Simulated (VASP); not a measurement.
# Ta in VASP: a series of runs, part 2 of 2

VASP 6.6.1.

## (4) Relaxation of cell and atoms, PBE

The input, INCAR:

```
SYSTEM = Ta
ALGO = Fast ; EDIFF = 1E-7
EDIFFG = -0.04 ; ENCUT = 600
GGA = PE ; IBRION = 2
ISIF = 3 ; ISMEAR = 0
LASPH = .TRUE. ; LCHARG = .FALSE.
LREAL = .FALSE. ; LWAVE = .FALSE.
NELM = 100 ; NSW = 90
PREC = Accurate ; SIGMA = 0.1
```

The input, KPOINTS:

```
k-points
0
G
  8 8 6
  0 0 0
```

The input, POSCAR:

```
Ta
1.0
    1.4057608300     -2.4340970800      0.0000000000
    1.4057608300      2.4340970800      0.0000000000
    0.0000000000      0.0000000000      2.8966339500
Ta
1
Direct
    0.5000000000      0.5000000000      0.0000000000
```

Run with:

```console
$ cat potpaw_PBE.64/Ta_pv/POTCAR > POTCAR
$ mpirun -np 1 vasp_std > vasp.out
```

It took 46 s on 1 thread of Intel Xeon Platinum 8259CL at 2.50GHz (Skylake/Cascade Lake), shared host; peak memory 0.16 GiB.

The run converged. Its results:

- Free energy: -11.1304 eV
- Relaxed volume: 19.91 Å³/atom
- Relaxed cell: a = 2.900 Å, b = 2.900 Å, c = 2.734 Å, α = 90.00°, β = 90.00°, γ = 119.98°
- Space group after relaxing (to 0.1 Å): P6/mmm (No. 191)
- Energy gained by relaxing: 127.7 meV/atom
- Ionic steps: 4
- Pressure after relaxing: 0.0 GPa
- Band gap on the k mesh: zero (an odd number of electrons rules out a gap without spin polarisation)

Stress tensor (GPa, compression positive):
```
-0.11  0.00  0.00
 0.00 -0.08  0.00
 0.00  0.00  0.10
```

The path:
```tsv
step	energy change (eV)	largest force (eV/Å)	pressure (GPa)	volume (Å³)
1	0.0000	0.0000	0.90	19.82
2	0.0826	0.0000	4.11	19.87
3	-0.1277	0.0000	-0.07	19.91
4	-0.1277	0.0000	-0.03	19.91
```

Final structure:
```
Ta
1.0
     1.45029   -2.51116    0.00000
     1.45029    2.51116    0.00000
     0.00000    0.00000    2.73378
Ta
1
Direct
  0.50000 0.50000 0.00000
```

Levels at points of the mesh, in eV from the Fermi level:
```
           k point  band 1  band 2  band 3  band 4  band 5  band 6  band 7  band 8  band 9
(0.00, 0.00, 0.00)  -33.65  -33.65  -33.50   -7.71   -2.72    0.54    0.55    6.11    6.11
(0.50, 0.00, 0.00)  -34.68  -33.89  -33.38   -4.33   -1.93    0.52    2.46    5.32    6.37
(0.50, 0.50, 0.00)  -34.68  -33.90  -33.38   -4.33   -1.93    0.52    2.46    5.32    6.38
(0.00, 0.00, 0.50)  -34.70  -33.55  -33.55   -4.32   -0.34    1.39    1.39    2.61    2.61
(0.50, 0.00, 0.50)  -34.52  -34.51  -33.78   -3.92   -2.49    1.20    5.59    5.84    6.75
(0.50, 0.50, 0.50)  -34.52  -34.51  -33.78   -3.92   -2.49    1.20    5.59    5.84    6.75
```

Caveat: the k points lie up to 0.38 Å⁻¹ apart in the final cell, too coarse for converged energies and pressures of a metal; spin-orbit coupling is left out, which moves the levels of the heavy elements.

## (5) Single point, PBE

This run uses another cell than the first one, of 19.76 Å³/atom.

The input, INCAR:

```
SYSTEM = Ta
PREC     = Accurate       ! precision mode
ENCUT    = 520            ! plane-wave cutoff, eV
EDIFF    = 1E-6           ! SCF threshold, eV
ISMEAR   = 0              ! smearing method
SIGMA    = 0.1            ! smearing width, eV
LREAL    = .FALSE.        ! projectors in reciprocal space
LASPH    = .TRUE.         ! aspherical terms in the spheres
NELM     = 60             ! most SCF steps
ALGO     = Fast           ! electronic algorithm
ISIF     = 2              ! what is computed and relaxed
LWAVE    = .FALSE.        ! write WAVECAR
LCHARG   = .FALSE.        ! write CHGCAR
GGA      = PE             ! functional
NBANDS   = 12             ! bands
```

The input, KPOINTS:

```
Automatic mesh
0
G
  24 24 20
  0 0 0
```

The input, POSCAR:

```
Ta
1.0
    2.8866060675      0.0000000000      0.0000000000
   -1.4433030337      2.4998741852      0.0000000000
    0.0000000000      0.0000000000      2.7388532788
Ta
1
Direct
    0.0000000000      0.0000000000      0.0000000000
```

Potentials or basis: VASP PAW PBE potentials, release 64 (Ta_pv).

Run with:

```console
$ cat potpaw_PBE.64/Ta_pv/POTCAR > POTCAR
$ mpirun -np 1 vasp_std > vasp.out
```

OUTCAR:

```text
SYSTEM = Ta
   PREC = Accurate
   ENCUT = 520
   EDIFF = 1E-6
   ISMEAR = 0
   LREAL = .FALSE.
   LASPH = .TRUE.
   NELM = 60
   ISIF = 2
   GGA = PE

 ion  position               nearest neighbor table
   1  0.000  0.000  0.000-

  LATTYP: Found a hexagonal cell.
 ALAT       =     2.8866060675
 C/A-ratio  =     0.9488143566

  Lattice vectors:

 A1 = (   2.8866060675,   0.0000000000,   0.0000000000)
 A2 = (  -1.4433030337,   2.4998741852,   0.0000000000)
 A3 = (   0.0000000000,   0.0000000000,   2.7388532788)

Analysis of symmetry for initial positions (statically):
=====================================================================
 Subroutine PRICEL returns:
 Original cell was already a primitive cell.

 Routine SETGRP: Setting up the symmetry group for a
 hexagonal supercell.

 Subroutine GETGRP returns: Found 24 space group operations
 (whereof 24 operations were pure point group operations)
 out of a pool of 24 trial point group operations.

The static configuration has the point symmetry D_6h.

Analysis of symmetry for dynamics (positions and initial velocities):
=====================================================================
 Subroutine PRICEL returns:
 Original cell was already a primitive cell.

 Routine SETGRP: Setting up the symmetry group for a
 hexagonal supercell.

 Subroutine GETGRP returns: Found 24 space group operations
 (whereof 24 operations were pure point group operations)
 out of a pool of 24 trial point group operations.

The dynamic configuration has the point symmetry D_6h.

 Subroutine INISYM returns: Found 24 space group operations
 (whereof 24 operations are pure point group operations),
 and found     1 'primitive' translations

----------------------------------------------------------------------------------------

                                     Primitive cell

  volume of cell :      19.7640

  direct lattice vectors                    reciprocal lattice vectors
     2.886606067  0.000000000  0.000000000     0.346427596  0.200010066  0.000000000
    -1.443303034  2.499874185  0.000000000     0.000000000  0.400020131  0.000000000
     0.000000000  0.000000000  2.738853279     0.000000000  0.000000000  0.365116309

  length of vectors
     2.886606067  2.886606067  2.738853279     0.400020131  0.400020131  0.365116309

  position of ions in fractional coordinates (direct lattice)
     0.000000000  0.000000000  0.000000000

  ion indices of the primitive-cell ions
   primitive index   ion index
                 1           1

----------------------------------------------------------------------------------------

 KPOINTS: Automatic mesh

Automatic generation of k-mesh.
 Grid dimensions read from file:
 generate k-points for:   24   24   20

 Generating k-lattice:

  Cartesian coordinates                     Fractional coordinates (reciprocal lattice)
     0.014434483  0.008333753  0.000000000     0.041666667  0.000000000  0.000000000
     0.000000000  0.016667505  0.000000000     0.000000000  0.041666667  0.000000000
     0.000000000  0.000000000  0.018255815     0.000000000  0.000000000  0.050000000

  Length of vectors
     0.016667505  0.016667505  0.018255815

  Shift w.r.t. Gamma in fractional coordinates (k-lattice)
     0.000000000  0.000000000  0.000000000

 Subroutine IBZKPT returns following result:
 ===========================================

 Found    671 irreducible k-points:

 Following reciprocal coordinates:
            Coordinates               Weight
  0.000000  0.000000  0.000000      1.000000
  0.041667  0.000000  0.000000      6.000000
  0.083333  0.000000  0.000000      6.000000
  0.125000  0.000000  0.000000      6.000000
  0.166667  0.000000  0.000000      6.000000
  0.208333  0.000000  0.000000      6.000000
[... 16 lines left out ...]
  0.416667  0.041667  0.000000     12.000000
  0.458333  0.041667  0.000000     12.000000
 [... further k-points ...]
   k-points           NKPTS =    671   k-points in BZ     NKDIM =    671   number of bands    NBANDS=     12
   number of dos      NEDOS =    301   number of ions     NIONS =      1
   total plane-waves  NPLWV =  11520
   dimension x,y,z NGX =    24 NGY =   24 NGZ =   20
   dimension x,y,z NGXF=    48 NGYF=   48 NGZF=   40
   ions per type =               1
   NGX,Y,Z   is equivalent  to a cutoff of  13.82, 13.82, 12.14 a.u.
   NGXF,Y,Z  is equivalent  to a cutoff of  27.64, 27.64, 24.28 a.u.
 SYSTEM =  Ta
   PREC   = accura    normal or accurate (medium, high low for compatibility)
   ISTART =      0    job   : 0-new  1-cont  2-samecut
   ICHARG =      2    charge: 1-file 2-atom 10-const
   ISPIN  =      1    spin polarized calculation?
   LNONCOLLINEAR =      F non collinear calculations
   LSORBIT =      F    spin-orbit coupling
   LASPH  =      T    aspherical Exc in radial PAW
   ENCUT  =  520.0 eV  38.22 Ry    6.18 a.u.   5.37  5.37  5.09*2*pi/ulx,y,z
   NELM   =     60;   NELMIN=  2; NELMDL= -5     # of ELM steps
   EDIFF  = 0.1E-05   stopping-criterion for ELM
   LREAL  =      F    real-space projection
   EDIFFG = 0.1E-04   stopping-criterion for IOM
   NSW    =      0    number of steps for IOM
   IBRION =     -1    ionic relax: 0-MD 1-quasi-New 2-CG
   NFREE  =      0    steps in history (QN), initial steepest desc. (CG)
   ISIF   =      2    stress and relaxation
   ISYM   =      2    0-nonsym 1-usesym 2-fastsym
   POTIM  = 0.5000    time-step for ionic-motion
   TEBEG  =    0.0;   TEEND  =   0.0 temperature during run
   PSTRESS=    0.0 pullay stress
   NELECT =      11.0000    total number of electrons
   NUPDOWN=      -1.0000    fix difference up-down
   EMIN   =  10.00;   EMAX   =-10.00  energy-range for DOS
   EFERMI =   0.00;   METHOD = LEGACY
   ISMEAR =     0;   SIGMA  =   0.10  broadening in eV -4-tet -1-fermi 0-gaus
   EFERMI_NEDOS =   21; number of points for ismear=-14 and -15
   IALGO  =     68    algorithm
   IMIX   =      4    mixing-type and parameters
     AMIX     =   0.40;   BMIX     =  1.00
     AMIX_MAG =   1.60;   BMIX_MAG =  1.00
  volume/ion in A,a.u.               =      19.76       133.37
  Fermi-wavevector in a.u.,A,eV,Ry     =   1.346628  2.544758 24.672893  1.813406
  Thomas-Fermi vector in A             =   2.474444
   LORBIT       =      0    0 simple, 1 ext, 2 COOP (PROOUT), +10 PAW based schemes
   GGA     = PE    functional components
   LHFCALC =     F    Hartree Fock is set to
   AEXX    =    0.0000 exact exchange contribution
   IVDW    =     0    specifies the selected vdW correction
   LEPSILON=     F    determine dielectric tensor
   LRPA    =     F    only Hartree local field effects (RPA)
 non-spin polarized calculation
 RMM-DIIS sequential band-by-band and
 Gauss-broadening in eV      SIGMA  =   0.10
  energy-cutoff  :      520.00
  volume of cell :       19.76
 maximum number of plane-waves:       551
 NGX is ok and might be reduce to    24
   NGX = 11   NGY = 11   NGZ = 11

 number of electron      11.0000002 magnetization

 Free energy of the ion-electron system (eV)
  ---------------------------------------------------
  ext. energy  EPLUGINS =         0.00000000
  ---------------------------------------------------
  free energy    TOTEN  =       -11.12727992 eV

  energy without entropy =      -11.12162484  energy(sigma->0) =      -11.12445238

 E-fermi :   5.1705     XC(G=0): -12.0831

 val. band max:        5.1683862021   @ k =   0.4167   0.1250   0.0000
 cond. band min:       5.1711433607   @ k =   0.2083   0.1250   0.4500
 fundamental gap:      0.0027571586
 Fermi energy:         5.1705394836

 k-point     1 :       0.0000    0.0000    0.0000
  band No.  band energies     occupation
      1     -28.5766      2.00000
      2     -28.5766      2.00000
      3     -28.5681      2.00000
      4      -2.7048      2.00000
      5       2.2098      2.00000
      6       5.6311      0.00000
      7       5.6311      0.00000
      8      11.1330      0.00000
      9      11.1330      0.00000
     10      17.7318      0.00000
     11      19.0959      0.00000
     12      19.2145      0.00000
[... 331 lines left out ...]
 k-point    24 :       0.4583    0.0417    0.0000
  band No.  band energies     occupation
      1     -29.6344      2.00000
      2     -28.8385      2.00000
      3     -28.4469      2.00000
      4       0.7599      2.00000
      5       3.0057      2.00000
      6       5.5529      0.00000
      7       7.4148      0.00000
      8      10.2671      0.00000
      9      11.5522      0.00000
     10      14.7959      0.00000
     11      17.3422      0.00000
     12      21.0901      0.00000

 [... further k-points ...]

------------------------ aborting loop because EDIFF is reached ----------------------------------------

  FORCE on cell =-STRESS in cart. coord.  units (eV):
  Direction    XX          YY          ZZ          XY          YZ          ZX
  --------------------------------------------------------------------------------------
  -------------------------------------------------------------------------------------
  Total        0.0110780      0.0110780      0.0228302      0.0000000      0.0000000      0.0000000
  in kB        0.8980427      0.8980427      1.8507386      0.0000000      0.0000000      0.0000000
  external PRESSURE =       1.2156080 kB  Pullay stress =       0.0000000 kB

 VOLUME and BASIS-vectors are now :
 -----------------------------------------------------------------------------
  energy-cutoff  :      520.00
  volume of cell :       19.76
      direct lattice vectors                 reciprocal lattice vectors
     2.886606067  0.000000000  0.000000000     0.346427596  0.200010066  0.000000000
    -1.443303034  2.499874185  0.000000000     0.000000000  0.400020131  0.000000000
     0.000000000  0.000000000  2.738853279     0.000000000  0.000000000  0.365116309

 POSITION                                       TOTAL-FORCE (eV/Angst)
 -----------------------------------------------------------------------------------
      0.00000      0.00000      0.00000         0.000000      0.000000      0.000000
 -----------------------------------------------------------------------------------
    total drift:                                0.000000     -0.000000      0.000000

  FREE ENERGIE OF THE ION-ELECTRON SYSTEM (eV)
  ---------------------------------------------------
  free  energy   TOTEN  =       -11.1272799236 eV

  energy  without entropy=      -11.1216248355  energy(sigma->0) =      -11.12445238
```

It took 86 s on 1 thread of Intel Xeon Platinum 8259CL at 2.50GHz (Skylake/Cascade Lake), shared host; peak memory 0.26 GiB.

Results:

```yaml
Free_energy: -11.1273 eV
Pressure: 0.1 GPa
Band_gap_on_the_k_mesh: zero (an odd number of electrons rules out a gap without spin polarisation)
```

Caveat: spin-orbit coupling is left out, which moves the levels of the heavy elements.

## (6) Relaxation of cell and atoms, PBE

This run uses another cell than the first one, of 19.92 Å³/atom.

The input, INCAR:

```
  ALGO = Fast
  EDIFF = 1E-6
  EDIFFG = -0.01
  ENCUT = 600
  GGA = PE
  IBRION = 2
  ISIF = 3
  ISMEAR = 0
  LASPH = True
  LCHARG = False
  LREAL = False
  LWAVE = False
  NELM = 60
  NSW = 100
  PREC = Accurate
  SIGMA = 0.1
```

The input, KPOINTS:

```
k-points
0
Gamma
  24 24 20
```

The input, POSCAR:

```
Ta
1.0
    2.9002220365      0.0000000000      0.0000000000
   -1.4501110182      2.5116659602      0.0000000000
    0.0000000000      0.0000000000      2.7350266757
Ta
1
Direct
    0.0000000000      0.0000000000      0.0000000000
```

Potentials or basis: VASP PAW PBE potentials, release 64 (Ta_pv).

Run with:

```console
$ cat potpaw_PBE.64/Ta_pv/POTCAR > POTCAR
$ mpirun -np 1 vasp_std > vasp.out
```

Wall time 4.4 min (1 thread of Intel Xeon Platinum 8259CL at 2.50GHz (Skylake/Cascade Lake), shared host); peak memory 0.29 GiB.

Results (log left out):

```yaml
Free_energy: -11.1275 eV
Relaxed_volume: 19.77 Å³/atom
Relaxed_cell: a = 2.887 Å, b = 2.887 Å, c = 2.740 Å, α = 90.00°, β = 90.00°, γ = 120.00°
Space_group_after_relaxing_to_0.1_Å: P6/mmm (No. 191)
Energy_gained_by_relaxing: 1.2 meV/atom
Ionic_steps: 6
Pressure_after_relaxing: 0.1 GPa
Band_gap_on_the_k_mesh: zero (an odd number of electrons rules out a gap without spin polarisation)
```

Step by step:
```
step  energy change (eV)  largest force (eV/Å)  pressure (GPa)  volume (Å³)
   1              0.0000                0.0000           -1.16        19.92
   2              0.0020                0.0000            2.42        19.51
   3             -0.0011                0.0000            0.08        19.76
   4             -0.0011                0.0000            0.16        19.76
   5             -0.0011                0.0000           -0.12        19.79
   6             -0.0012                0.0000            0.05        19.77
```

Final structure:
```
Ta
1.0
     2.88667    0.00000    0.00000
    -1.44333    2.49993    0.00000
     0.00000    0.00000    2.73997
Ta
1
Direct
  0.00000 0.00000 0.00000
```

Levels at points of the mesh, in eV from the Fermi level:
| k point | band 1 | band 2 | band 3 | band 4 | band 5 | band 6 | band 7 | band 8 | band 9 |
| --- | --- | --- | --- | --- | --- | --- | --- | --- | --- |
| (0.00, 0.00, 0.00) | -33.75 | -33.75 | -33.74 | -7.87 | -2.96 | 0.46 | 0.46 | 5.96 | 5.96 |
| (0.50, 0.00, 0.00) | -34.81 | -34.00 | -33.62 | -4.47 | -2.16 | 0.45 | 2.21 | 5.14 | 6.39 |
| (0.00, 0.00, 0.50) | -34.92 | -33.64 | -33.64 | -4.47 | -0.55 | 1.29 | 1.29 | 2.51 | 2.51 |
| (0.50, 0.00, 0.50) | -34.73 | -34.65 | -33.88 | -4.12 | -2.64 | 1.07 | 5.41 | 5.83 | 6.75 |

Caveat: spin-orbit coupling is left out, which moves the levels of the heavy elements.

## (7) The runs side by side

| task | cell | k mesh | cutoff (eV) | gap on the mesh (eV) | pressure (GPa) | relaxed volume (Å³/atom) |
| --- | --- | --- | --- | --- | --- | --- |
| single point | a = 2.811, b = 2.811, c = 2.897 Å, angles 90.0, 90.0, 120.0°, 1 atom | 8 × 8 × 6 | 520 | none | 0.9 | - |
| single point | a = 2.900, b = 2.900, c = 2.735 Å, angles 90.0, 90.0, 120.0°, 1 atom | 8 × 8 × 6 | 520 | none | -0.2 | - |
| relaxation of cell and atoms | relaxed from a = 2.811, b = 2.811, c = 2.897 Å, angles 90.0, 90.0, 120.0°, 1 atom | 8 × 8 × 6 | 600 | none | 0.0 | 19.91 |
| single point | a = 2.887, b = 2.887, c = 2.739 Å, angles 90.0, 90.0, 120.0°, 1 atom | 24 × 24 × 20 | 520 | none | 0.1 | - |
| relaxation of cell and atoms | relaxed from a = 2.900, b = 2.900, c = 2.735 Å, angles 90.0, 90.0, 120.0°, 1 atom | 24 × 24 × 20 | 600 | none | 0.1 | 19.77 |

Alike in all rows: level PBE; potentials or basis VASP PAW PBE potentials, release 64 (Ta_pv); no spin polarisation; smearing gaussian 0.1 eV.

Caveats: some runs use coarse meshes; spin-orbit coupling is left out, which moves the levels of the heavy elements.

Absolute energies hang on the potentials; compare differences alone.
